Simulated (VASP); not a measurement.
# MgH2Ir2 (P-3m1) in VASP: notebook, part 2 of 2

VASP 6.6.1.

## Step 3: Single point, PBE

This run uses another cell than the first one, of 12.32 Å³/atom.

Input file INCAR:

```
SYSTEM = MgH2Ir2
PREC     = Accurate       ! precision mode
ENCUT    = 520            ! plane-wave cutoff, eV
EDIFF    = 1E-6           ! SCF threshold, eV
ISMEAR   = 0              ! smearing method
SIGMA    = 0.1            ! smearing width, eV
LREAL    = .FALSE.        ! projectors in reciprocal space
LASPH    = .TRUE.         ! aspherical terms in the spheres
NELM     = 60             ! most SCF steps
ALGO     = Normal         ! electronic algorithm
ISIF     = 2              ! what is computed and relaxed
LWAVE    = .FALSE.        ! write WAVECAR
LCHARG   = .FALSE.        ! write CHGCAR
GGA      = PE             ! functional
NBANDS   = 19             ! bands
```

Input file KPOINTS:

```
Automatic mesh
0
G
  6 6 4
  0 0 0
```

Input file POSCAR:

```
MgH2Ir2
1.0
    3.6134036900      0.0000000000      0.0000000000
   -1.8067018400      3.1292993900      0.0000000000
    0.0000000000      0.0000000000      5.4480336700
Mg H Ir
1 2 2
Direct
    0.0000000000      0.0000000000      0.0000000000
    0.3333333300      0.6666666700      0.0410714600
    0.6666666700      0.3333333300      0.9589285400
    0.0000000000      0.0000000000      0.3368341200
    0.0000000000      0.0000000000      0.6631658800
```

Potentials or basis: VASP PAW PBE potentials, release 64 (Mg, H, Ir).

Launch:

```bash
$ cat potpaw_PBE.64/Mg/POTCAR potpaw_PBE.64/H/POTCAR potpaw_PBE.64/Ir/POTCAR > POTCAR
$ mpirun -np 1 vasp_std > vasp.out
```

It took 38 s on 1 thread of Oxide Virtual Turin-like, shared host; peak memory 0.15 GiB.

The run converged. Its results:

```
Free energy            : -2.7745 eV
Pressure               : 88.7 GPa
Largest force          : 17.144 eV/Å
Band gap on the k mesh : zero (bands 11 and 12 overlap by 0.48 eV)
```

Forces in eV/Å, atoms in the order of the input:
```
Mg    0.000   0.000   0.000
H     0.000   0.000   0.496
H     0.000   0.000  -0.496
Ir    0.000   0.000 -17.144
Ir    0.000   0.000  17.144
```

Stress tensor (GPa, compression positive):
```
-12.77   0.00   0.00
  0.00 -12.77   0.00
  0.00   0.00 291.53
```

Levels at points of the mesh, in eV from the Fermi level:
| k point | band 7 | band 8 | band 9 | band 10 | band 11 | band 12 | band 13 | band 14 | band 15 | band 16 |
| --- | --- | --- | --- | --- | --- | --- | --- | --- | --- | --- |
| (0.00, 0.00, 0.00) | -3.06 | -2.89 | -0.84 | -0.84 | 0.08 | 0.08 | 0.80 | 2.49 | 7.82 | 7.82 |
| (0.50, 0.00, 0.00) | -2.18 | -1.66 | -1.42 | -0.16 | 0.07 | 0.09 | 0.66 | 2.75 | 3.47 | 4.35 |
| (0.00, 0.00, 0.50) | -3.33 | -1.56 | -1.01 | -1.01 | -0.14 | -0.14 | 1.16 | 4.56 | 5.53 | 9.17 |
| (0.50, 0.00, 0.50) | -2.15 | -0.99 | -0.71 | -0.40 | -0.13 | 0.01 | 0.48 | 1.82 | 2.48 | 6.99 |

Caveat: atoms lie so close that the PAW spheres overlap strongly, which falsifies energies and pressures; the stress differs along the axes, from -13 to 292 GPa; spin-orbit coupling is left out, which moves the levels of the heavy elements; forces of over 1 eV/Å act on the atoms, so gaps and moduli don't describe the material at rest.

## Step 4: Single point, PBE

This run uses another cell than the first one, of 11.52 Å³/atom.

Input file INCAR:

```
SYSTEM = MgH2Ir2
  ALGO = Fast
  EDIFF = 1E-7
  ENCUT = 520
  GGA = PE
  ISIF = 2
  ISMEAR = 0
  LASPH = .TRUE.
  LCHARG = .FALSE.
  LREAL = .FALSE.
  LWAVE = .FALSE.
  NBANDS = 19
  NELM = 100
  PREC = Accurate
  SIGMA = 0.1
```

Input file KPOINTS:

```
k-points
0
G
  18 18 6
  0 0 0
```

Input file POSCAR:

```
MgH2Ir2
1.0
    2.8272438940      0.0000000000      0.0000000000
   -1.4136219470      2.4484650349      0.0000000000
    0.0000000000      0.0000000000      8.3243693749
Mg H Ir
1 2 2
Direct
    0.0000000000      0.0000000000      0.0000000000
    0.3333333333      0.6666666667      0.2356750441
    0.6666666667      0.3333333333      0.7643249559
    0.0000000000      0.0000000000      0.3352002745
    0.0000000000      0.0000000000      0.6647997255
```

Launch:

```bash
$ cat potpaw_PBE.64/Mg/POTCAR potpaw_PBE.64/H/POTCAR potpaw_PBE.64/Ir/POTCAR > POTCAR
$ mpirun -np 1 vasp_std > vasp.out
```

It took 6.1 min on 1 thread of Oxide Virtual Turin-like, shared host; peak memory 0.34 GiB.

It converged, with:

* Free energy: -24.1976 eV
* Pressure: 0.3 GPa
* Largest force: 0.033 eV/Å
* Band gap on the k mesh: zero (bands 11 and 12 overlap by 2.34 eV)

Forces on the atoms (eV/Å):
```
Mg   0.000  0.000  0.000
H    0.000  0.000 -0.033
H    0.000  0.000  0.033
Ir   0.000  0.000  0.032
Ir   0.000  0.000 -0.032
```

Stress tensor (GPa, compression positive):
```
 0.47  0.00  0.00
 0.00  0.47  0.00
 0.00  0.00 -0.04
```

Levels at points of the mesh, in eV from the Fermi level:
| k point | band 8 | band 9 | band 10 | band 11 | band 12 | band 13 | band 14 | band 15 |
| --- | --- | --- | --- | --- | --- | --- | --- | --- |
| (0.00, 0.00, 0.00) | -2.66 | -2.66 | -0.63 | -0.63 | -0.21 | 0.21 | 0.21 | 5.43 |
| (0.50, 0.00, 0.00) | -0.80 | -0.53 | 0.34 | 0.95 | 1.05 | 1.12 | 1.30 | 3.91 |
| (0.00, 0.00, 0.50) | -2.66 | -2.66 | -0.63 | -0.63 | -0.52 | 0.21 | 0.21 | 6.24 |
| (0.50, 0.00, 0.50) | -1.39 | -0.54 | 0.01 | 1.05 | 1.12 | 1.41 | 2.27 | 3.38 |

Caveat: spin-orbit coupling is left out, which moves the levels of the heavy elements.

## Step 5: Relaxation of cell and atoms, PBE

Input file INCAR:

```
SYSTEM = MgH2Ir2
  PREC = Accurate
  ENCUT = 600
  EDIFF = 1E-6
  ISMEAR = 0
  SIGMA = 0.1
  LREAL = .FALSE.
  LASPH = .TRUE.
  NELM = 60
  ALGO = Fast
  ISIF = 3
  LWAVE = .FALSE.
  LCHARG = .FALSE.
  GGA = PE
  IBRION = 2
  NSW = 100
  EDIFFG = -0.01
```

Input file KPOINTS:

```
regular mesh
0
G
  18 18 6
  0 0 0
```

Input file POSCAR:

```
MgH2Ir2
1.0
    2.8738224412      0.0000000000      0.0000000000
   -1.4369112206      2.4888032400      0.0000000000
    0.0000000000      0.0000000000      8.1229497374
Mg H Ir
1 2 2
Direct
    0.0000000000      0.0000000000      0.0000000000
    0.3333333333      0.6666666667      0.2439988656
    0.6666666667      0.3333333333      0.7560011344
    0.0000000000      0.0000000000      0.3350700716
    0.0000000000      0.0000000000      0.6649299284
```

Launch:

```bash
$ cat potpaw_PBE.64/Mg/POTCAR potpaw_PBE.64/H/POTCAR potpaw_PBE.64/Ir/POTCAR > POTCAR
$ mpirun -np 1 vasp_std > vasp.out
```

Run time: 43 min. Hardware: 1 thread of Oxide Virtual Turin-like, shared host; peak memory 0.38 GiB.

Results (log left out):

* Free energy: -24.1995 eV
* Relaxed volume: 11.53 Å³/atom
* Relaxed cell: a = 2.832 Å, b = 2.832 Å, c = 8.304 Å, α = 90.00°, β = 90.00°, γ = 120.00°
* Space group after relaxing (to 0.1 Å): P-3m1 (No. 164)
* Energy gained by relaxing: 6.1 meV/atom
* Ionic steps: 20
* Pressure after relaxing: 0.0 GPa
* Band gap on the k mesh: zero (bands 11 and 12 overlap by 2.34 eV)

Forces on the atoms (eV/Å):
```
Mg   0.000  0.000  0.000
H    0.000  0.000  0.003
H    0.000  0.000 -0.003
Ir   0.000  0.000  0.000
Ir   0.000  0.000  0.000
```

Stress tensor (GPa, compression positive):
```
-0.05  0.00  0.00
 0.00 -0.05  0.00
 0.00  0.00  0.03
```

The path:
```csv
step,energy change (eV),largest force (eV/Å),pressure (GPa),volume (Å³)
1,0.0000,0.1856,0.62,58.10
2,-0.0119,0.1613,-0.77,58.47
3,-0.0126,0.1656,-0.94,58.57
4,-0.0189,0.1845,0.22,58.08
5,-0.0204,0.1976,1.09,57.75
6,-0.0245,0.1535,0.84,57.75
7,-0.0292,0.0538,0.31,57.77
8,-0.0295,0.0396,0.15,57.77
9,-0.0294,0.0294,0.16,57.77
10,-0.0296,0.0268,0.01,57.83
11,-0.0296,0.0204,-0.17,57.89
12,-0.0298,0.0236,-0.11,57.86
13,-0.0300,0.0340,0.10,57.75
14,-0.0300,0.0287,0.05,57.75
15,-0.0301,0.0166,-0.05,57.74
16,-0.0301,0.0145,-0.07,57.74
17,-0.0302,0.0130,-0.02,57.71
18,-0.0302,0.0104,0.10,57.64
19,-0.0303,0.0057,0.07,57.65
20,-0.0303,0.0028,-0.02,57.67
```

Final structure:
```
Mg H Ir
1.0
     2.83181    0.00000    0.00000
    -1.41591    2.45242    0.00000
     0.00000    0.00000    8.30413
Mg H Ir
1 2 2
Direct
  0.00000 0.00000 0.00000
  0.33333 0.66667 0.23486
  0.66667 0.33333 0.76514
  0.00000 0.00000 0.33490
  0.00000 0.00000 0.66510
```

Levels at points of the mesh, in eV from the Fermi level:
```tsv
k point	band 9	band 10	band 11	band 12	band 13	band 14
(0.00, 0.00, 0.00)	-2.65	-0.64	-0.64	-0.16	0.20	0.20
(0.50, 0.00, 0.00)	-0.53	0.33	0.97	1.03	1.10	1.30
(0.00, 0.00, 0.50)	-2.65	-0.64	-0.64	-0.47	0.20	0.20
(0.50, 0.00, 0.50)	-0.54	0.02	1.03	1.10	1.42	2.26
```

Caveat: spin-orbit coupling is left out, which moves the levels of the heavy elements.

## Step 6: Overview

```tsv
task	cell	k mesh	cutoff (eV)	gap on the mesh (eV)	pressure (GPa)	largest force (eV/Å)
single point	a = 2.874, b = 2.874, c = 8.123 Å, angles 90.0, 90.0, 120.0°, 5 atoms, atomic positions A	6 × 6 × 4	520	none	0.2	0.02
single point	a = 3.613, b = 3.613, c = 5.448 Å, angles 90.0, 90.0, 120.0°, 5 atoms, atomic positions B	6 × 6 × 4	520	none	88.7	17.14
single point	a = 2.827, b = 2.827, c = 8.324 Å, angles 90.0, 90.0, 120.0°, 5 atoms, atomic positions C	18 × 18 × 6	520	none	0.3	0.03
relaxation of cell and atoms	relaxed from a = 2.874, b = 2.874, c = 8.123 Å, angles 90.0, 90.0, 120.0°, 5 atoms, atomic positions A	18 × 18 × 6	600	none	0.0	-
```

Alike in all rows: level PBE; potentials or basis VASP PAW PBE potentials, release 64 (Mg, H, Ir); no spin polarisation; smearing gaussian 0.1 eV.

Caveats: some runs use coarse meshes; spin-orbit coupling is left out, which moves the levels of the heavy elements; atoms lie so close that the PAW spheres overlap strongly, which falsifies energies and pressures (at least some runs); the stress differs along the axes, from -13 to 292 GPa (at least some runs); forces of over 1 eV/Å act on the atoms, so gaps and moduli don't describe the material at rest (at least some runs).

Total energies depend on the potentials used, so only differences within one code and one set of settings carry meaning.
